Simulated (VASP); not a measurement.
A run of VASP 6.6.1 is set up as follows.

INCAR

```
ALGO = Normal ; EDIFF = 1E-6
ENCUT = 520 ; ISIF = 2
ISMEAR = -1 ; LASPH = True
LCHARG = False ; LREAL = False
LWAVE = False ; NBANDS = 10
NELM = 60 ; PREC = Accurate
SIGMA = 0.1
```

The input KPOINTS:

```
k-points
0
Gamma
  9 9 9
```

File POSCAR:

```
Rb
1.0
    0.0000000000      3.3508854908      3.3508854908
    3.3508854908      0.0000000000      3.3508854908
    3.3508854908      3.3508854908      0.0000000000
Rb
1
Direct
    0.0000000000      0.0000000000      0.0000000000
```

Potentials or basis: VASP PAW LDA potentials, release 64 (Rb_sv).

Run with:

```sh
$ cat potpaw_LDA.64/Rb_sv/POTCAR > POTCAR
$ mpirun -np 1 vasp_std > vasp.out
```

Question: What does it give for the pressure?

Answer: 0.1 GPa.

Question: Estimate the band gap on the k mesh.

Answer: Zero (an odd number of electrons rules out a gap without spin polarisation).
